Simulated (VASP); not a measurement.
A run of VASP 6.6.1:

The input INCAR:

```
PREC = Accurate
ENCUT = 1340
EDIFF = 1E-6
ISMEAR = 0
SIGMA = 0.013000000000000001
LREAL = False
LASPH = True
NELM = 120
ALGO = Normal
ISIF = 2
LWAVE = False
LCHARG = False
GGA = PE
NBANDS = 26
GGA_COMPAT = False
```

File KPOINTS:

```
Automatic mesh
0
Gamma
  9 9 5
```

Contents of POSCAR:

```
ZnO
1.0
    3.2493080000      0.0000000000      0.0000000000
   -1.6246540000      2.8139832727      0.0000000000
    0.0000000000      0.0000000000      5.2057090000
Zn O
2 2
Direct
    0.6666666667      0.3333333333      0.0000000000
    0.3333333333      0.6666666667      0.5000000000
    0.3333333333      0.6666666667      0.8790100000
    0.6666666667      0.3333333333      0.3790100000
```

Potentials or basis: VASP PAW PBE potentials, release 64 (Zn, O_h).

Run with:

```bash
$ cat potpaw_PBE.64/Zn/POTCAR potpaw_PBE.64/O_h/POTCAR > POTCAR
$ mpirun -np 1 vasp_std > vasp.out
```

Hardware: 1 thread of Intel(R) Xeon(R) Platinum 8488C (Sapphire Rapids), on a shared host.

Q: How long does it take, and how much memory?

A: It took 110 s on 1 thread of Intel(R) Xeon(R) Platinum 8488C (Sapphire Rapids) (shared host), peak memory 0.39 GiB. Counts: scf iterations 15, k points 36.
